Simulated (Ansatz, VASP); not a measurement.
Two plane-wave programs on MgS

```xyz
2
Lattice="0.0000 2.6015 2.6015 2.7506 0.0000 2.6015 2.7506 2.6015 0.0000" Properties=species:S:1:pos:R:3 pbc="T T T"
Mg    0.0000    0.0000    0.0000
S     2.7506    2.6015    2.6015
```

Change from the starting cell: uniaxial_x strain +5.7%.

Alike in both runs: task single point; functional r2SCAN; k mesh 8 × 8 × 8; no spin polarisation.

|  | VASP | Ansatz |
| --- | --- | --- |
| version | VASP 6.6.1 | Ansatz 0.2.0 |
| potentials or method | VASP PAW PBE potentials, release 64 (Mg, S) | plane waves, PAW |
| plane-wave cutoff (eV) | 520 | 500 |
| occupations | gaussian, width 0.01 eV | fixed |
| valence electrons in the cell | 8 | 16 |

|  | VASP | Ansatz | Ansatz less VASP |
| --- | --- | --- | --- |
| gap on the k mesh at the Fermi level (eV) | 3.11 | 3.14 | +0.032 |
| pressure (GPa) | -4.0 | -3.5 | +0.43 |
| traceless stress, the component that is largest in VASP (GPa) | -2.54 | -2.62 | -0.075 |

VASP's potentials were made for PBE, not for r2SCAN. VASP's potentials hold 8 valence electrons a cell and Ansatz's 16, so a difference there can come from the potentials and not from the codes.
